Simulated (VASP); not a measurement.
The system is CaAl4O.

```
CELL_PARAMETERS angstrom
0.00000 3.67448 3.67448
3.67448 0.00000 3.67448
3.67448 3.67448 0.00000
ATOMIC_POSITIONS crystal
Ca 0.00000 0.00000 0.00000
Al 0.87066 0.37645 0.37645
Al 0.37645 0.37645 0.37645
Al 0.37645 0.87066 0.37645
Al 0.37645 0.37645 0.87066
O 0.75000 0.75000 0.75000
```

- Program: VASP 6.6.1
- Task: relaxation of cell and atoms
- Functional: PBE
- Potentials or basis: VASP PAW PBE potentials, release 64 (Ca_sv, Al, O)
- Cutoff: 600 eV
- k mesh: 4 × 4 × 4
- Occupations: gaussian, width 0.1 eV
- Spin: no spin polarisation

At the start: pressure 11.9 GPa; volume 16.54 Å³/atom.

**Question.** Where does the relaxation end?

**Answer.** Over 5 steps the energy falls by 90.2 meV/atom and the volume is 19.16 Å³/atom (+15.9 %); space group F-43m (No. 216, to 0.05 Å).

The path:
| step | energy change (eV) | largest force (eV/Å) | pressure (GPa) | volume (Å³) |
| --- | --- | --- | --- | --- |
| 1 | 0.0000 | 0.7440 | 11.86 | 99.22 |
| 2 | -0.5233 | 0.1529 | -1.48 | 117.87 |
| 3 | -0.5406 | 0.0575 | 0.13 | 114.52 |
| 4 | -0.5405 | 0.0676 | -0.03 | 114.85 |
| 5 | -0.5409 | 0.0184 | -0.10 | 114.99 |

Final structure:
```
Ca Al O
1.0
     0.00000    3.85960    3.85960
     3.85960    0.00000    3.85960
     3.85960    3.85960    0.00000
Ca Al O
1 4 1
Direct
  0.00000 0.00000 0.00000
  0.87726 0.37425 0.37425
  0.37425 0.37425 0.37425
  0.37425 0.87726 0.37425
  0.37425 0.37425 0.87726
  0.75000 0.75000 0.75000
```

Caveat: the k points lie up to 0.35 Å⁻¹ apart in the final cell; the volume moved by over 15 % at a fixed basis, so the end points are rough.
